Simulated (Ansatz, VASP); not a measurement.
# Co in VASP and in Ansatz

The input INCAR:

```
PREC = Accurate
ENCUT = 600
EDIFF = 1E-7
ISMEAR = 0
SIGMA = 0.01
LREAL = False
LASPH = True
NELM = 150
ALGO = Normal
ISIF = 3
LWAVE = False
LCHARG = False
ISPIN = 2
MAGMOM = 2 2
LORBIT = 11
LMAXMIX = 4
LDAU = True
LDAUTYPE = 2
LDAUL = 2
LDAUU = 7
LDAUJ = 0
LDAUPRINT = 1
GGA = PE
IBRION = 2
NSW = 80
EDIFFG = -0.02
```

KPOINTS

```
Automatic mesh
0
Gamma
  12 12 7
```

File POSCAR:

```
Co
1.0
    2.2948014300      0.0000000000      0.0000000000
   -1.1474007150      1.9873563350      0.0000000000
    0.0000000000      0.0000000000      3.7328994900
Co
2
Direct
    0.6666666667      0.3333333333      0.7500000000
    0.3333333333      0.6666666667      0.2500000000
```

Contents of input.yaml:

```yaml
crystal:
  lattice:
    - [2.29480143, 0.0, 0.0]
    - [-1.147400715, 1.987356335, 0.0]
    - [0.0, 0.0, 3.73289949]
  atoms:
    - { symbol: Co, position: [0.6666666667, 0.3333333333, 0.75], spin: 2.0 }
    - { symbol: Co, position: [0.3333333333, 0.6666666667, 0.25], spin: 2.0 }
kpoints:
  mp_grid: { grid: [12, 12, 7] }
scf:
  occupations: { method: gaussian, width: 0.01 }
hamiltonian:
  xc: pbe
  pseudopotentials: { kind: all_electron, lapw: { basis_error: 0.001 } }
  hubbard:
    sites: [{ species: Co, l: d, u_eff: 7.0 }]
    double_counting: fll
    projectors: ortho-atomic
magnetization:
  spin_polarized: true
output:
  forces: true
  stress: true
  hubbard: {}
relax:
  f_tol: 0.02
  max_steps: 60
  cell: {}
```

Change from the starting cell: volume scaled by 0.8.

Alike in both runs: task relaxation of cell and atoms; functional PBE; k mesh 12 × 12 × 7; occupations gaussian, width 0.01 eV; collinear spin; Hubbard terms Co d U = 7.0 eV.

|  | VASP | Ansatz |
| --- | --- | --- |
| version | VASP 6.6.1 | Ansatz 0.2.0 |
| potentials or method | VASP PAW PBE potentials, release 64 (Co), cutoff 600 eV | all-electron LAPW, scalar-relativistic |

|  | VASP | Ansatz | Ansatz less VASP |
| --- | --- | --- | --- |
| gap on the k mesh at the Fermi level, each at its own relaxed structure (eV) | none | none | - |
| net moment per atom (μB) | 2.29 | 2.01 | -0.281 |
| size of the moment on the site where the two differ most (μB) | 2.38 | 1.97 | -0.410 |
| relaxed volume (Å³/atom) | 13.70 | 14.54 | +0.839 |
| relaxed cell length with the largest relative difference (Å) | 3.992 | 4.628 | +0.6355 |

The net moments are unlike, so the other rows may belong to different states. Site moments also hang on the region over which each program counts them. The programs project onto different local orbitals, so the same U acts differently, and such runs can settle in different states. A gap of «none» marks a metal or a gap that the smearing closes. Ansatz ran all-electron here, and VASP with PAW potentials.

Noted on VASP's run: the volume moved by over 15 % at a fixed basis, so the end points are rough. Noted on Ansatz's run: the magnetic state may not be the lowest; the volume moved by over 15 % at a fixed basis, so the end points are rough; U is the effective U less J, on atomic orbitals that reach past the spheres.
